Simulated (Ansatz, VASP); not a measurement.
# One calculation of Y, two programs

```
Y
1.0
    -1.67762    1.67762    5.97559
     1.67762   -1.67762    5.97559
     1.67762    1.67762   -5.97559
Y
2
Direct
  0.00000 0.00000 0.00000
  0.75000 0.25000 0.50000
```

Alike in both runs: functional PBE; k mesh 24 × 24 × 24; occupations gaussian, width 0.1 eV; no spin polarisation.

Ansatz relaxed the structure, and its values are those at the end. VASP's run is a single point on that final structure, the one shown.

|  | VASP | Ansatz |
| --- | --- | --- |
| version | VASP 6.6.1 | Ansatz 0.2.0 |
| potentials or method | VASP PAW PBE potentials, release 64 (Y_sv), cutoff 520 eV | scalar-relativistic, plane waves, PAW |
| valence electrons in the cell | 22 | 22 |

|  | VASP | Ansatz | Ansatz less VASP |
| --- | --- | --- | --- |
| gap on the k mesh at the Fermi level (eV) | none | none | - |
| pressure (GPa) | 0.0 | 0.0 | +0.03 |

A gap of «none» marks a metal or a gap that the smearing closes.
